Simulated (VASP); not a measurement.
Wanted: the native input for a VASP 6.6.1 run.

| Item | Value |
| --- | --- |
| Task | relaxation of cell and atoms |
| Functional | revPBE |
| Dispersion | D4 |
| Potentials or basis | VASP PAW PBE potentials, release 64 (Zn, S) |
| Cutoff | 600 eV |
| k mesh | 9 × 9 × 9 |
| Occupations | fermi-dirac, width 0.05 eV |
| Spin | no spin polarisation |
| Dipole correction | no |
| Further INCAR settings | ALGO = Normal; EDIFF = 1e-07; IBRION = 2; EDIFFG = -0.02; NSW = 80; ISIF = 3 |

The structure of ZnS lies in POSCAR:

```
ZnS
1.0
    0.0000000000      2.7020000000      2.7020000000
    2.7020000000      0.0000000000      2.7020000000
    2.7020000000      2.7020000000      0.0000000000
Zn S
1 1
Direct
    0.7500000000      0.7500000000      0.7500000000
    0.0000000000      0.0000000000      0.0000000000
```

One way to write it, as run:

INCAR

```
PREC = Accurate
ENCUT = 600
EDIFF = 1E-7
ISMEAR = -1
SIGMA = 0.05
LREAL = F
LASPH = T
NELM = 60
ALGO = Normal
ISIF = 3
LWAVE = F
LCHARG = F
GGA = RE
IVDW = 13
IBRION = 2
NSW = 80
EDIFFG = -0.02
```

KPOINTS

```
regular mesh
0
Gamma
  9 9 9
```

Potentials or basis: VASP PAW PBE potentials, release 64 (Zn, S).

The run is started by

```bash
$ cat potpaw_PBE.64/Zn/POTCAR potpaw_PBE.64/S/POTCAR > POTCAR
$ mpirun -np 1 vasp_std > vasp.out
```

Results of the run:

```
Relaxed volume                         : 19.26 Å³/atom
Relaxed cell                           : a = 3.791 Å, b = 3.791 Å, c = 3.791 Å, α = 60.00°, β = 60.00°, γ = 60.00°
Space group after relaxing (to 0.05 Å) : F-43m (No. 216)
Energy gained by relaxing              : 2.6 meV/atom
Ionic steps                            : 3
Pressure after relaxing                : 0.0 GPa
Band gap on the k mesh                 : 2.34 eV, direct
Dispersion energy per atom             : -0.570 eV
```

Caveat: the PAW data sets were made with another functional, which shifts forces and pressure a little.

Wall time 29 s on 1 thread of Intel(R) Xeon(R) Platinum 8488C (Sapphire Rapids) (shared host), peak memory 0.19 GiB.
